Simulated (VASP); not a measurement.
# Ru (Fd-3m) in VASP: a series of runs

Ru is run at these levels: PBE; tasks: relaxation of cell and atoms.

Everything below comes from runs of VASP 6.6.1. Logs are shortened: lines on timing, memory, paths and dates and some standing lists are left out, and cuts for length are marked.

## (1) The cell of the first run

Symmetry: Fd-3m, No. 227, cubic system. The conventional cell has a = 4.758 Å, b = 4.758 Å, c = 4.758 Å, α = 90.00°, β = 90.00°, γ = 90.00°. Ru (site symmetry -43m) has 4 Ru at 2.06 Å within 2.7 Å.

This isn't the form of Ru at room conditions, which is hcp.

## (2) Relaxation of cell and atoms, PBE, target pressure 93 GPa, at which the enthalpy is minimised

Contents of INCAR:

```
SYSTEM = Ru
PREC     = Accurate       ! precision mode
ENCUT    = 600            ! plane-wave cutoff, eV
EDIFF    = 1E-7           ! SCF threshold, eV
ISMEAR   = -1             ! smearing method
SIGMA    = 0.08           ! smearing width, eV
LREAL    = .FALSE.        ! projectors in reciprocal space
LASPH    = .TRUE.         ! aspherical terms in the spheres
NELM     = 100            ! most SCF steps
ALGO     = Normal         ! electronic algorithm
ISIF     = 3              ! what is computed and relaxed
LWAVE    = .FALSE.        ! write WAVECAR
LCHARG   = .FALSE.        ! write CHGCAR
GGA      = PE             ! functional
IBRION   = 2              ! ionic algorithm
NSW      = 60             ! ionic steps
EDIFFG   = -0.005         ! ionic threshold
PSTRESS  = 930.0
```

Contents of KPOINTS:

```
Automatic mesh
0
G
  14 14 14
  0 0 0
```

Contents of POSCAR:

```
Ru
1.0
    0.0000000000      2.3791033727      2.3791033727
    2.3791033727      0.0000000000      2.3791033727
    2.3791033727      2.3791033727      0.0000000000
Ru
2
Direct
   -0.1250000000     -0.1250000000     -0.1250000000
    0.1250000000      0.1250000000      0.1250000000
```

Potentials or basis: VASP PAW PBE potentials, release 64 (Ru_pv).

Run with:

```
$ cat potpaw_PBE.64/Ru_pv/POTCAR > POTCAR
$ mpirun -np 1 vasp_std > vasp.out
```

OUTCAR:

```text
SYSTEM = Ru
   PREC = Accurate
   ENCUT = 600
   EDIFF = 1E-7
   ISMEAR = -1
   LREAL = .FALSE.
   LASPH = .TRUE.
   NELM = 100
   ISIF = 3
   GGA = PE
   IBRION = 2
   NSW = 60
   EDIFFG = -0.005
   PSTRESS = 930.0

 ion  position               nearest neighbor table
   1  0.875  0.875  0.875-   2 2.06   2 2.06   2 2.06   2 2.06
   2  0.125  0.125  0.125-   1 2.06   1 2.06   1 2.06   1 2.06

  LATTYP: Found a face centered cubic cell.
 ALAT       =     4.7582067454

  Lattice vectors:

 A1 = (   0.0000000000,   2.3791033727,   2.3791033727)
 A2 = (   2.3791033727,   0.0000000000,   2.3791033727)
 A3 = (   2.3791033727,   2.3791033727,   0.0000000000)

Analysis of symmetry for initial positions (statically):
=====================================================================
 Subroutine PRICEL returns:
 Original cell was already a primitive cell.

 Routine SETGRP: Setting up the symmetry group for a
 face centered cubic supercell.

 Subroutine GETGRP returns: Found 48 space group operations
 (whereof 12 operations were pure point group operations)
 out of a pool of 48 trial point group operations.

The static configuration has the point symmetry D_3d.
 The point group associated with its full space group is O_h .

Analysis of symmetry for dynamics (positions and initial velocities):
=====================================================================
 Subroutine PRICEL returns:
 Original cell was already a primitive cell.

 Routine SETGRP: Setting up the symmetry group for a
 face centered cubic supercell.

 Subroutine GETGRP returns: Found 48 space group operations
 (whereof 12 operations were pure point group operations)
 out of a pool of 48 trial point group operations.

The dynamic configuration has the point symmetry D_3d.
 The point group associated with its full space group is O_h .

 Subroutine INISYM returns: Found 48 space group operations
 (whereof 12 operations are pure point group operations),
 and found     1 'primitive' translations

----------------------------------------------------------------------------------------

                                     Primitive cell

  volume of cell :      26.9321

  direct lattice vectors                    reciprocal lattice vectors
     0.000000000  2.379103373  2.379103373    -0.210163209  0.210163209  0.210163209
     2.379103373  0.000000000  2.379103373     0.210163209 -0.210163209  0.210163209
     2.379103373  2.379103373  0.000000000     0.210163209  0.210163209 -0.210163209

  length of vectors
     3.364560256  3.364560256  3.364560256     0.364013356  0.364013356  0.364013356

  position of ions in fractional coordinates (direct lattice)
     0.875000000  0.875000000  0.875000000
     0.125000000  0.125000000  0.125000000

  ion indices of the primitive-cell ions
   primitive index   ion index
                 1           1
                 2           2

----------------------------------------------------------------------------------------

 KPOINTS: Automatic mesh

Automatic generation of k-mesh.
 Grid dimensions read from file:
 generate k-points for:   14   14   14

 Generating k-lattice:

  Cartesian coordinates                     Fractional coordinates (reciprocal lattice)
    -0.015011658  0.015011658  0.015011658     0.071428571  0.000000000  0.000000000
     0.015011658 -0.015011658  0.015011658     0.000000000  0.071428571  0.000000000
     0.015011658  0.015011658 -0.015011658     0.000000000  0.000000000  0.071428571

  Length of vectors
     0.026000954  0.026000954  0.026000954

  Shift w.r.t. Gamma in fractional coordinates (k-lattice)
     0.000000000  0.000000000  0.000000000

 Subroutine IBZKPT returns following result:
 ===========================================

 Found    104 irreducible k-points:

 Following reciprocal coordinates:
            Coordinates               Weight
  0.000000  0.000000  0.000000      1.000000
  0.071429  0.000000  0.000000      8.000000
  0.142857  0.000000  0.000000      8.000000
  0.214286  0.000000  0.000000      8.000000
  0.285714  0.000000  0.000000      8.000000
  0.357143  0.000000  0.000000      8.000000
[... 16 lines left out ...]
  0.214286  0.142857  0.000000     24.000000
  0.285714  0.142857  0.000000     24.000000
 [... further k-points ...]
   k-points           NKPTS =    104   k-points in BZ     NKDIM =    104   number of bands    NBANDS=     18
   number of dos      NEDOS =    301   number of ions     NIONS =      2
   total plane-waves  NPLWV =  21952
   dimension x,y,z NGX =    28 NGY =   28 NGZ =   28
   dimension x,y,z NGXF=    56 NGYF=   56 NGZF=   56
   ions per type =               2
   NGX,Y,Z   is equivalent  to a cutoff of  13.84, 13.84, 13.84 a.u.
   NGXF,Y,Z  is equivalent  to a cutoff of  27.67, 27.67, 27.67 a.u.
 SYSTEM =  Ru
   PREC   = accura    normal or accurate (medium, high low for compatibility)
   ISTART =      0    job   : 0-new  1-cont  2-samecut
   ICHARG =      2    charge: 1-file 2-atom 10-const
   ISPIN  =      1    spin polarized calculation?
   LNONCOLLINEAR =      F non collinear calculations
   LSORBIT =      F    spin-orbit coupling
   LASPH  =      T    aspherical Exc in radial PAW
   ENCUT  =  600.0 eV  44.10 Ry    6.64 a.u.   6.72  6.72  6.72*2*pi/ulx,y,z
   NELM   =    100;   NELMIN=  2; NELMDL= -5     # of ELM steps
   EDIFF  = 0.1E-06   stopping-criterion for ELM
   LREAL  =      F    real-space projection
   EDIFFG = -.5E-02   stopping-criterion for IOM
   NSW    =     60    number of steps for IOM
   IBRION =      2    ionic relax: 0-MD 1-quasi-New 2-CG
   NFREE  =      1    steps in history (QN), initial steepest desc. (CG)
   ISIF   =      3    stress and relaxation
   ISYM   =      2    0-nonsym 1-usesym 2-fastsym
   POTIM  = 0.5000    time-step for ionic-motion
   TEBEG  =    0.0;   TEEND  =   0.0 temperature during run
   PSTRESS=  930.0 pullay stress
   NELECT =      28.0000    total number of electrons
   NUPDOWN=      -1.0000    fix difference up-down
   EMIN   =  10.00;   EMAX   =-10.00  energy-range for DOS
   EFERMI =   0.00;   METHOD = LEGACY
   ISMEAR =    -1;   SIGMA  =   0.08  broadening in eV -4-tet -1-fermi 0-gaus
   EFERMI_NEDOS =   21; number of points for ismear=-14 and -15
   IALGO  =     38    algorithm
   IMIX   =      4    mixing-type and parameters
     AMIX     =   0.40;   BMIX     =  1.00
     AMIX_MAG =   1.60;   BMIX_MAG =  1.00
  volume/ion in A,a.u.               =      13.47        90.87
  Fermi-wavevector in a.u.,A,eV,Ry     =   1.658457  3.134029 37.422544  2.750479
  Thomas-Fermi vector in A             =   2.746035
   LORBIT       =      0    0 simple, 1 ext, 2 COOP (PROOUT), +10 PAW based schemes
   GGA     = PE    functional components
   LHFCALC =     F    Hartree Fock is set to
   AEXX    =    0.0000 exact exchange contribution
   IVDW    =     0    specifies the selected vdW correction
   LEPSILON=     F    determine dielectric tensor
   LRPA    =     F    only Hartree local field effects (RPA)
 conjugate gradient relaxation of ions
 non-spin polarized calculation
  energy-cutoff  :      600.00
  volume of cell :       26.93
 maximum number of plane-waves:       934
   NGX = 13   NGY = 13   NGZ = 13

--------------------------------------- Ionic step        1  -------------------------------------------

 number of electron      28.0000001 magnetization

 Free energy of the ion-electron system (eV)
  ---------------------------------------------------
  ext. energy  EPLUGINS =         0.00000000
  ---------------------------------------------------
  free energy    TOTEN  =       -10.95401926 eV

  energy without entropy =      -10.93016258  energy(sigma->0) =      -10.94209092

------------------------ aborting loop because EDIFF is reached ----------------------------------------

  FORCE on cell =-STRESS in cart. coord.  units (eV):
  Direction    XX          YY          ZZ          XY          YZ          ZX
  --------------------------------------------------------------------------------------
  -------------------------------------------------------------------------------------
  Total       29.7036432     29.7036432     29.7036432     -0.0000000      0.0000000      0.0000000
  in kB     1767.0562271   1767.0562271   1767.0562271     -0.0000000      0.0000000      0.0000000
  external PRESSURE =     837.0562271 kB  Pullay stress =     930.0000000 kB

 VOLUME and BASIS-vectors are now :
 -----------------------------------------------------------------------------
  energy-cutoff  :      600.00
  volume of cell :       26.93
      direct lattice vectors                 reciprocal lattice vectors
     0.000000000  2.379103373  2.379103373    -0.210163209  0.210163209  0.210163209
     2.379103373  0.000000000  2.379103373     0.210163209 -0.210163209  0.210163209
     2.379103373  2.379103373  0.000000000     0.210163209  0.210163209 -0.210163209
[... 8 lines left out ...]
  FREE ENERGIE OF THE ION-ELECTRON SYSTEM (eV)
  ---------------------------------------------------
  free  energy   TOTEN  =       -10.9540192552 eV

  energy  without entropy=      -10.9301625811  energy(sigma->0) =      -10.94209092

  enthalpy is  TOTEN    =         4.6789797341 eV   P V=       15.6329989893

--------------------------------------- Ionic step        2  -------------------------------------------

 number of electron      27.9999992 magnetization

 E-fermi :   2.4436     XC(G=0):  -8.9672

 val. band max:        2.4405422186   @ k =   0.3571   0.1429   0.0000
 cond. band min:       2.4467528600   @ k =   0.4286   0.2857   0.0714
 fundamental gap:      0.0062106414
 Fermi energy:         2.4436102896

 k-point     1 :       0.0000    0.0000    0.0000
  band No.  band energies     occupation
      1     -39.8581      2.00000
      2     -39.8581      2.00000
      3     -39.8581      2.00000
      4     -39.6413      2.00000
      5     -39.6413      2.00000
      6     -39.6413      2.00000
[... 10 lines left out ...]
     17       3.2205      0.00012
     18      12.2625      0.00000
[... 588 lines left out ...]
  FREE ENERGIE OF THE ION-ELECTRON SYSTEM (eV)
  ---------------------------------------------------
  free  energy   TOTEN  =       -13.9831490149 eV

  energy  without entropy=      -13.9556940626  energy(sigma->0) =      -13.96942154

  enthalpy is  TOTEN    =         3.8395874440 eV   P V=       17.8227364588

--------------------------------------- Ionic step        5  -------------------------------------------

 number of electron      27.9999999 magnetization

 Free energy of the ion-electron system (eV)
  ---------------------------------------------------
  ext. energy  EPLUGINS =         0.00000000
  ---------------------------------------------------
  free energy    TOTEN  =       -13.85413253 eV

  energy without entropy =      -13.82692987  energy(sigma->0) =      -13.84053120

 E-fermi :  11.1904     XC(G=0): -12.9487

 val. band max:       11.1781300521   @ k =  -0.4286   0.1429   0.0714
 cond. band min:      11.2085855851   @ k =   0.2143   0.2143   0.0000
 fundamental gap:      0.0304555330
 Fermi energy:        11.1904187460

 k-point     1 :       0.0000    0.0000    0.0000
  band No.  band energies     occupation
      1     -32.9752      2.00000
      2     -32.9752      2.00000
      3     -32.9752      2.00000
      4     -31.1408      2.00000
      5     -31.1408      2.00000
      6     -31.1408      2.00000
[... 10 lines left out ...]
     17      14.1075      0.00000
     18      21.9441      0.00000
[... 505 lines left out ...]
 POSITION                                       TOTAL-FORCE (eV/Angst)
 -----------------------------------------------------------------------------------
      4.33865      4.33865      4.33865        -0.000000     -0.000000     -0.000000
      0.61981      0.61981      0.61981         0.000000      0.000000      0.000000
 -----------------------------------------------------------------------------------
    total drift:                                0.000000     -0.000000     -0.000000

  FREE ENERGIE OF THE ION-ELECTRON SYSTEM (eV)
  ---------------------------------------------------
  free  energy   TOTEN  =       -13.8541325291 eV

  energy  without entropy=      -13.8269298708  energy(sigma->0) =      -13.84053120

  enthalpy is  TOTEN    =         3.8368142982 eV   P V=       17.6909468273

 reached required accuracy - stopping structural energy minimisation
```

It took 5.8 min on 1 thread of Intel Xeon 8259CL, shared host; peak memory 0.2 GiB.

What came out:

| Quantity | Value |
| --- | --- |
| Free energy | -13.8541 eV |
| Relaxed volume | 15.24 Å³/atom |
| Relaxed cell | a = 3.506 Å, b = 3.506 Å, c = 3.506 Å, α = 60.00°, β = 60.00°, γ = 60.00° |
| Space group after relaxing (to 0.1 Å) | Fd-3m (No. 227) |
| Energy change on relaxing (the run minimises the enthalpy) | -1450.1 meV/atom |
| Ionic steps | 5 |
| Pressure after relaxing | 93.0 GPa |
| Band gap on the k mesh | zero (bands 14 and 15 overlap by 1.23 eV) |

The path:
```csv
step,energy change (eV),largest force (eV/Å),pressure (GPa),volume (Å³)
1,0.0000,0.0000,176.71,26.93
2,-2.1679,0.0000,-24.66,64.71
3,-3.8453,0.0000,62.97,32.44
4,-3.0291,0.0000,89.08,30.70
5,-2.9001,0.0000,93.04,30.48
```

Final structure:
```
CELL_PARAMETERS angstrom
0.00000 2.47923 2.47923
2.47923 0.00000 2.47923
2.47923 2.47923 0.00000
ATOMIC_POSITIONS crystal
Ru 0.87500 0.87500 0.87500
Ru 0.12500 0.12500 0.12500
```

Caveat: the cell is relaxed towards a set pressure, so the run minimises the enthalpy, not the energy.

(Part 1 of 2 ends here.)
